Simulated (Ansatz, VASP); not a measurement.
**Ru: VASP beside Ansatz**

```
Ru
1.0
     2.69245    0.00000    0.00000
    -1.34622    2.33173    0.00000
     0.00000    0.00000    4.24373
Ru
2
Direct
  0.33333 0.66667 0.25000
  0.66667 0.33333 0.75000
```

Alike in both runs: functional PBEsol; k mesh 16 × 16 × 9; occupations fermi-dirac, width 0.05 eV; no spin polarisation.

Ansatz relaxed the structure, and its values are those at the end. VASP's run is a single point on that final structure, the one shown.

```csv
,VASP,Ansatz
version,VASP 6.6.1,Ansatz 0.2.0
potentials or method,"VASP PAW PBE potentials, release 64 (Ru_pv), cutoff 520 eV",plane-wave PAW DFT
valence electrons in the cell,28,32
```

Ansatz gave:

* pressure (GPa): 0.0

Q: Which values does VASP return?

A: Pressure (GPa): -0.1.

VASP's potentials were made for PBE, not for PBEsol, and Ansatz warns of the same on its side. With one functional, cell and mesh, what is left measures potentials, basis and numerics. VASP's potentials hold 28 valence electrons a cell and Ansatz's 32, so a difference there can come from the potentials and not from the codes.
